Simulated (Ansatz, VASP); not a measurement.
## One calculation of Si2Ni, two programs

Contents of INCAR:

```
  PREC = Accurate
  ENCUT = 520
  EDIFF = 1E-7
  ISMEAR = 0
  SIGMA = 0.15
  LREAL = False
  LASPH = True
  NELM = 80
  ALGO = Normal
  ISIF = 2
  LWAVE = False
  LCHARG = False
  GGA = PE
  NBANDS = 16
```

File KPOINTS:

```
regular mesh
0
Gamma
  16 16 16
```

File POSCAR:

```
Si2Ni
1.0
    0.0000000000      2.7234129054      2.6825617118
    2.7234129054      0.0000000000      2.6825617118
    2.7234129054      2.7234129054      0.0000000000
Si Ni
2 1
Direct
    0.2500000000      0.2500000000      0.2500000000
    0.7500000000      0.7500000000      0.7500000000
    0.0000000000      0.0000000000      0.0000000000
```

Input for Ansatz:

```yaml
crystal:
  lattice:
    - [0.0, 2.7234129054, 2.6825617118]
    - [2.7234129054, 0.0, 2.6825617118]
    - [2.7234129054, 2.7234129054, 0.0]
  atoms:
    - { symbol: Si, position: [0.25, 0.25, 0.25] }
    - { symbol: Si, position: [0.75, 0.75, 0.75] }
    - { symbol: Ni, position: [0.0, 0.0, 0.0] }
basis:
  ecutwfc: 420
kpoints:
  mp_grid: { grid: [16, 16, 16] }
hamiltonian:
  xc: pbe
scf:
  occupations: { method: gaussian, width: 0.15 }
output:
  forces: true
  stress: true
  eigenvalues: true
```

Change from the starting cell: strain +0.000 along x and y, -0.015 along z, atoms carried along.

Alike in both runs: task single point; functional PBE; k mesh 16 × 16 × 16; occupations gaussian, width 0.15 eV; no spin polarisation.

|  | VASP | Ansatz |
| --- | --- | --- |
| version | VASP 6.6.1 | Ansatz 0.2.0 |
| potentials or method | VASP PAW PBE potentials, release 64 (Si, Ni), cutoff 520 eV | scalar-relativistic, plane waves, PAW |
| valence electrons in the cell | 18 | 26 |

```tsv
	VASP	Ansatz	Ansatz less VASP
gap on the k mesh at the Fermi level (eV)	none	none	-
pressure (GPa)	2.1	2.2	+0.03
traceless stress, the component that is largest in VASP (GPa)	0.48	0.49	+0.014
```

A gap of «none» marks a metal or a gap that the smearing closes. VASP's potentials hold 18 valence electrons a cell and Ansatz's 26, so a difference there can come from the potentials and not from the codes.
